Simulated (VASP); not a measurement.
Write the native input for VASP 6.6.1 that does the following.

| Item | Value |
| --- | --- |
| Task | relaxation of cell and atoms |
| Functional | PBE |
| Potentials or basis | VASP PAW PBE potentials, release 64 (Sc_sv, Re) |
| Cutoff | 600 eV |
| k mesh | 4 × 4 × 4 |
| Occupations | gaussian, width 0.1 eV |
| Spin | no spin polarisation |
| Dipole correction | no |
| Further INCAR settings | ALGO = Fast; EDIFF = 1e-07; IBRION = 2; EDIFFG = -0.04; NSW = 90; ISIF = 3 |

The structure of Sc3Re lies in POSCAR:

```
Sc3Re
1.0
    4.1338729917      0.0000000000      0.0000000000
    0.0000000000      4.1338729917      0.0000000000
    0.0000000000      0.0000000000      4.1338729917
Sc Re
3 1
Direct
    0.0000000000      0.5000000000      0.5000000000
    0.5000000000      0.0000000000      0.5000000000
    0.5000000000      0.5000000000      0.0000000000
    0.0000000000      0.0000000000      0.0000000000
```

These files were run (other wordings do the same):

INCAR

```
SYSTEM = Sc3Re
PREC = Accurate
ENCUT = 600
EDIFF = 1E-7
ISMEAR = 0
SIGMA = 0.1
LREAL = .FALSE.
LASPH = .TRUE.
NELM = 80
ALGO = Fast
ISIF = 3
LWAVE = .FALSE.
LCHARG = .FALSE.
GGA = PE
IBRION = 2
NSW = 90
EDIFFG = -0.04
```

KPOINTS

```
regular mesh
0
G
  4 4 4
  0 0 0
```

Potentials or basis: VASP PAW PBE potentials, release 64 (Sc_sv, Re).

Launch:

```console
$ cat potpaw_PBE.64/Sc_sv/POTCAR potpaw_PBE.64/Re/POTCAR > POTCAR
$ mpirun -np 1 vasp_std > vasp.out
```

It gave:

The relaxed volume is 20.13 Å³/atom, the relaxed cell is a = 4.318 Å, b = 4.318 Å, c = 4.318 Å, α = 90.00°, β = 90.00°, γ = 90.00° and the space group after relaxing (to 0.1 Å) is Pm-3m (No. 221). The energy gained by relaxing is 106.3 meV/atom and the ionic steps are 3. The pressure after relaxing is -0.1 GPa and the band gap on the k mesh is zero (bands 20 and 21 overlap by 1.07 eV).

Caveat: the k points lie up to 0.36 Å⁻¹ apart in the final cell, too coarse for converged energies and pressures of a metal; spin-orbit coupling is left out, which moves the levels of the heavy elements.

Wall time 12 min on 1 thread of AMD EPYC 7R13, on a shared host, peak memory 0.19 GiB.
